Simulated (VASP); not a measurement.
**As: single point with LDA**

As:

```
As
1.0
     1.88080    1.08588    3.51406
    -1.88080    1.08588    3.51406
     0.00000   -2.17176    3.51406
As
2
Direct
  0.22600 0.22600 0.22600
  0.77400 0.77400 0.77400
```

* Program: VASP 6.6.1
* Task: single point
* Functional: LDA
* Potentials or basis: VASP PAW LDA potentials, release 64 (As)
* Cutoff: 520 eV
* k mesh: 9 × 9 × 9
* Occupations: fermi-dirac, width 0.05 eV
* Spin: no spin polarisation
* Dipole correction: no
* Further INCAR settings: ALGO = Normal; EDIFF = 1e-06; NBANDS = 12

The pressure is -0.9 GPa. The largest force is 0.333 eV/Å and the band gap on the k mesh is zero (band 5 reaches 5.42 eV, above the bottom of band 6 at 5.33 eV).

Forces in eV/Å, atoms in the order of the input:
```
As   0.000  0.000  0.333
As   0.000  0.000 -0.333
```

Stress tensor (GPa, compression positive):
```
-0.71  0.00  0.00
 0.00 -0.71  0.00
 0.00  0.00 -1.40
```

Levels at points of the mesh, in eV from the Fermi level:
```
           k point  band 1  band 2  band 3  band 4  band 5  band 6  band 7  band 8  band 9  band 10
(0.00, 0.00, 0.00)  -15.04   -5.82   -2.44   -1.99   -1.99    1.59    2.91    2.91    6.92     6.92
```

It took 22 s on 1 thread of Intel(R) Xeon(R) Platinum 8259CL CPU @ 2.50GHz (Skylake/Cascade Lake), on a shared host, peak memory 0.17 GiB.
